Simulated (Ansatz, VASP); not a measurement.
**Eu in VASP and in Ansatz**

```xyz
1
Lattice="0.0000 2.5916 2.5916 2.5916 0.0000 2.5916 2.5916 2.5916 0.0000" Properties=species:S:1:pos:R:3 pbc="T T T"
Eu    0.0000    0.0000    0.0000
```

Alike in both runs: functional LDA; k mesh 10 × 10 × 10; occupations fermi-dirac, width 0.05 eV; collinear spin.

Ansatz relaxed the structure, and its values are those at the end. VASP's run is a single point on that final structure, the one shown.

|  | VASP | Ansatz |
| --- | --- | --- |
| version | VASP 6.6.1 | Ansatz 0.2.0 |
| potentials or method | VASP PAW PBE potentials, release 64 (Eu), cutoff 520 eV | plane waves (420 eV) with PAW, scalar-relativistic |
| valence electrons in the cell | 17 | 17 |

Ansatz gave:

* pressure (GPa): 0.0
* net moment per atom (μB): 7.42
* size of the moment on the site where the two differ most (μB): 7.10

Q: What did VASP give for the same quantities?

A: Pressure (GPa): -0.3; net moment per atom (μB): 7.38; size of the moment on the site where the two differ most (μB): 6.72.

VASP's potentials were made for PBE, not for LDA, and Ansatz warns of the same on its side. LDA's correlation is that of Perdew and Zunger in VASP and of Perdew and Wang (1992) in Ansatz. Site moments also hang on the region over which each program counts them.

Spin-orbit coupling is off throughout.
